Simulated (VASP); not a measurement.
Here is a VASP 6.6.1 calculation.

Contents of POSCAR:

```
BaTiO3
1.0
    2.7517517574      1.5887246178      2.2512878446
   -2.7517517574      1.5887246178      2.2512878446
    0.0000000000     -3.1774492357      2.2512878446
Ba Ti O
1 1 3
Direct
   -0.0057724704     -0.0057724704     -0.0057724704
    0.4942261982      0.4942261982      0.4942261982
    0.4942132635      0.9942207452      0.4942132635
    0.4942132635      0.4942132635      0.9942207452
    0.9942207452      0.4942132635      0.4942132635
```

Contents of INCAR.step1:

```
SYSTEM = BaTiO3
PREC     = Accurate       ! precision mode
ENCUT    = 520            ! plane-wave cutoff, eV
ISMEAR   = 0              ! smearing method
SIGMA    = 0.02           ! smearing width, eV
LREAL    = .FALSE.        ! projectors in reciprocal space
LASPH    = .TRUE.         ! aspherical terms in the spheres
NELM     = 150            ! most SCF steps
LMAXMIX  = 4              ! l up to which the mixer works
LDAU     = .TRUE.         ! DFT+U
LDAUTYPE = 2            
LDAUL    = -1 2 -1        ! shell
LDAUU    = 0 4 0          ! U, eV
LDAUJ    = 0 0 0        
NBANDS   = 28             ! bands
GGA      = PE             ! functional
ALGO     = Normal         ! electronic algorithm
EDIFF    = 1E-4           ! SCF threshold, eV
LWAVE    = .TRUE.         ! write WAVECAR
LCHARG   = .FALSE.        ! write CHGCAR
```

Contents of INCAR.step2:

```
SYSTEM = BaTiO3
PREC     = Accurate       ! precision mode
ENCUT    = 520            ! plane-wave cutoff, eV
EDIFF    = 1E-7           ! SCF threshold, eV
ISMEAR   = 0              ! smearing method
SIGMA    = 0.02           ! smearing width, eV
LREAL    = .FALSE.        ! projectors in reciprocal space
LASPH    = .TRUE.         ! aspherical terms in the spheres
NELM     = 150            ! most SCF steps
ALGO     = Normal         ! electronic algorithm
ISIF     = 2              ! what is computed and relaxed
LWAVE    = .FALSE.        ! write WAVECAR
LCHARG   = .FALSE.        ! write CHGCAR
LMAXMIX  = 4              ! l up to which the mixer works
LDAU     = .TRUE.         ! DFT+U
LDAUTYPE = 2            
LDAUL    = -1 2 -1        ! shell
LDAUU    = 0 4 0          ! U, eV
LDAUJ    = 0 0 0        
LDAUPRINT= 1            
METAGGA  = R2SCAN         ! meta-GGA
LMIXTAU  = .TRUE.       
NBANDS   = 28             ! bands
ISTART   = 1
```

File KPOINTS:

```
Automatic mesh
0
G
  6 6 6
  0 0 0
```

Potentials or basis: VASP PAW PBE potentials, release 64 (Ba_sv, Ti_sv, O).

Command:

```sh
$ cat potpaw_PBE.64/Ba_sv/POTCAR potpaw_PBE.64/Ti_sv/POTCAR potpaw_PBE.64/O/POTCAR > POTCAR
$ cp INCAR.step1 INCAR
$ mpirun -np 1 vasp_std > vasp.out
$ cp INCAR.step2 INCAR
$ mpirun -np 1 vasp_std > vasp.out
```

(1) Estimate the band gap on the k mesh.

(2) Predict the pressure.

(3) Predict the largest force.

Answers

(1) 2.88 eV (least direct gap 2.98 eV).

(2) 23.1 GPa.

(3) 0.007 eV/Å.

Caveat: the cell stands under pressure; the PAW data sets were made with another functional, which shifts forces and pressure a little; spin-orbit coupling is left out, which moves the levels of the heavy elements.
